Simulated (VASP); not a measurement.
Wanted: the native input for a VASP 6.6.1 run.

```
Task                   : single point
Functional             : PBEsol
Potentials or basis    : VASP PAW PBE potentials, release 64 (Ti_sv, Pt)
Cutoff                 : 500 eV
k mesh                 : 9 × 9 × 9
Occupations            : fermi-dirac, width 0.05 eV
Spin                   : no spin polarisation
Dipole correction      : no
Further INCAR settings : ALGO = Normal; EDIFF = 1e-06; NBANDS = 29
```

The structure of TiPt3 lies in POSCAR:

```
TiPt3
1.0
    3.8839664578      0.0000000000      0.0000000000
    0.0000000000      3.8839664578      0.0000000000
    0.0000000000      0.0000000000      3.8839664578
Ti Pt
1 3
Direct
    0.0000000000      0.0000000000      0.0000000000
    0.0000000000      0.5000000000      0.5000000000
    0.5000000000      0.0000000000      0.5000000000
    0.5000000000      0.5000000000      0.0000000000
```

One way to write it, as run:

INCAR

```
SYSTEM = TiPt3
PREC = Accurate
ENCUT = 500
EDIFF = 1E-6
ISMEAR = -1
SIGMA = 0.05
LREAL = .False.
LASPH = .True.
NELM = 120
ALGO = Normal
ISIF = 2
LWAVE = .False.
LCHARG = .False.
GGA = PS
NBANDS = 29
GGA_COMPAT = .False.
```

KPOINTS

```
Automatic mesh
0
Gamma
  9 9 9
  0 0 0
```

Potentials or basis: VASP PAW PBE potentials, release 64 (Ti_sv, Pt).

Launch:

```bash
$ cat potpaw_PBE.64/Ti_sv/POTCAR potpaw_PBE.64/Pt/POTCAR > POTCAR
$ mpirun -np 1 vasp_std > vasp.out
```

Results of the run:

```
Pressure               : 3.0 GPa
Band gap on the k mesh : zero (bands 21 and 22 overlap by 1.59 eV)
```

Caveat: the cell stands under pressure; the PAW data sets were made with another functional, which shifts forces and pressure a little; spin-orbit coupling is left out, which moves the levels of the heavy elements.

Wall time 70 s on 1 thread of AMD EPYC 7R13, with other jobs on the host, peak memory 0.16 GiB.
